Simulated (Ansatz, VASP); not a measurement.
# Two plane-wave programs on MnO

```xyz
2
Lattice="0.0000 2.2230 2.2230 2.2230 0.0000 2.2230 2.2230 2.2230 0.0000" Properties=species:S:1:pos:R:3 pbc="T T T"
Mn    0.0000    0.0000    0.0000
O     2.2230    2.2230    2.2230
```

Alike in both runs: task single point; functional PBEsol; k mesh 5 × 5 × 5; occupations gaussian, width 0.2 eV; collinear spin; Hubbard terms Mn d U = 3.0 eV.

```csv
,VASP,Ansatz
version,VASP 6.6.1,Ansatz 0.2.0
potentials or method,"VASP PAW PBE potentials, release 64 (Mn_pv, O)","plane waves, PAW"
plane-wave cutoff (eV),600,420
valence electrons in the cell,19,21
```

Ansatz gave:

- gap on the k mesh at the Fermi level (eV): none
- net moment per atom (μB): 2.50
- size of the moment on the site where the two differ most (μB): 4.25

Question: Which values does VASP return?

Answer: gap on the k mesh at the Fermi level (eV): none; net moment per atom (μB): 2.50; size of the moment on the site where the two differ most (μB): 4.58.

VASP's potentials were made for PBE, not for PBEsol. Site moments also hang on the region over which each program counts them. The programs project onto different local orbitals, so the same U acts differently, and such runs can settle in different states. A gap of «none» marks a metal or a gap that the smearing closes. VASP's potentials hold 19 valence electrons a cell and Ansatz's 21, so a difference there can come from the potentials and not from the codes. Ansatz's warnings: filled band counts differ across k points, given moment on shells.

The k mesh is coarse, so the values compare programs but aren't converged.
